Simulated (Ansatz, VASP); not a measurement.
## Te2Mo: VASP beside Ansatz

```
Te Mo
1.0
     3.56023    0.00000    0.00000
    -1.78012    3.08325    0.00000
     0.00000    0.00000   17.52406
Te Mo
2 1
Direct
  0.33333 0.66667 0.89786
  0.33333 0.66667 0.10214
  0.00000 0.00000 0.00000
```

Alike in both runs: task single point; functional PBE; k mesh 6 × 6 × 1; occupations gaussian, width 0.1 eV; no spin polarisation; Hubbard terms Mo d U = 4.9 eV.

```csv
,VASP,Ansatz
version,VASP 6.6.1,Ansatz 0.2.0
potentials or method,"VASP PAW PBE potentials, release 64 (Te, Mo_sv), cutoff 500 eV","scalar-relativistic, plane waves, PAW"
valence electrons in the cell,26,46
```

|  | VASP | Ansatz | Ansatz less VASP |
| --- | --- | --- | --- |
| gap on the k mesh at the Fermi level (eV) | 1.05 | 0.91 | -0.136 |
| least direct gap on the mesh (eV) | 1.05 | 0.91 | -0.136 |
| rms of the force components (eV/Å) | 0.233 | 0.056 | -0.1765 |

The programs project onto different local orbitals, so the same U acts differently, and such runs can settle in different states. Atom by atom the forces differ by 0.176 eV/Å (rms over components). VASP's potentials hold 26 valence electrons a cell and Ansatz's 46, so a difference there can come from the potentials and not from the codes.

Neither program's run includes spin-orbit coupling.
